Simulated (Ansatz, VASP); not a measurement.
Two plane-wave programs on ScAl3

File INCAR:

```
PREC = Accurate
ENCUT = 500
EDIFF = 1E-6
ISMEAR = -1
SIGMA = 0.05
LREAL = F
LASPH = T
NELM = 120
ALGO = Normal
ISIF = 2
LWAVE = F
LCHARG = F
GGA = PE
NBANDS = 18
GGA_COMPAT = F
```

File KPOINTS:

```
regular mesh
0
Gamma
  9 9 9
```

The input POSCAR:

```
ScAl3
1.0
   -2.0127950000      2.0127950000      4.4231960000
    2.0127950000     -2.0127950000      4.4231960000
    2.0127950000      2.0127950000     -4.4231960000
Sc Al
1 3
Direct
    0.0000000000      0.0000000000      0.0000000000
    0.5000000000      0.5000000000      0.0000000000
    0.2500000000      0.7500000000      0.5000000000
    0.7500000000      0.2500000000      0.5000000000
```

Contents of input.yaml:

```yaml
crystal:
  lattice:
    - [-2.012795, 2.012795, 4.423196]
    - [2.012795, -2.012795, 4.423196]
    - [2.012795, 2.012795, -4.423196]
  atoms:
    - { symbol: Sc, position: [0.0, 0.0, 0.0] }
    - { symbol: Al, position: [0.5, 0.5, 0.0] }
    - { symbol: Al, position: [0.25, 0.75, 0.5] }
    - { symbol: Al, position: [0.75, 0.25, 0.5] }
hamiltonian:
  xc: pbe
  pseudopotentials: { kind: paw }
kpoints:
  mp_grid: { grid: [9, 9, 9] }
scf:
  occupations: { method: fermi_dirac, width: 0.05 }
output:
  forces: true
  stress: true
  eigenvalues: true
  write_density: true
  write_potential: true
  elf: true
  volumetric_format: npy
```

Alike in both runs: task single point; functional PBE; k mesh 9 × 9 × 9; occupations fermi-dirac, width 0.05 eV; no spin polarisation.

```csv
,VASP,Ansatz
version,VASP 6.6.1,Ansatz 0.2.0
potentials or method,"VASP PAW PBE potentials, release 64 (Sc_sv, Al)",Ansatz PAW
plane-wave cutoff (eV),500,420
valence electrons in the cell,20,20
```

|  | VASP | Ansatz | Ansatz less VASP |
| --- | --- | --- | --- |
| gap on the k mesh at the Fermi level (eV) | none | none | - |
| pressure (GPa) | -0.4 | -0.4 | -0.02 |
| traceless stress, the component that is largest in VASP (GPa) | -0.09 | -0.09 | -0.006 |

A gap of «none» marks a metal or a gap that the smearing closes.
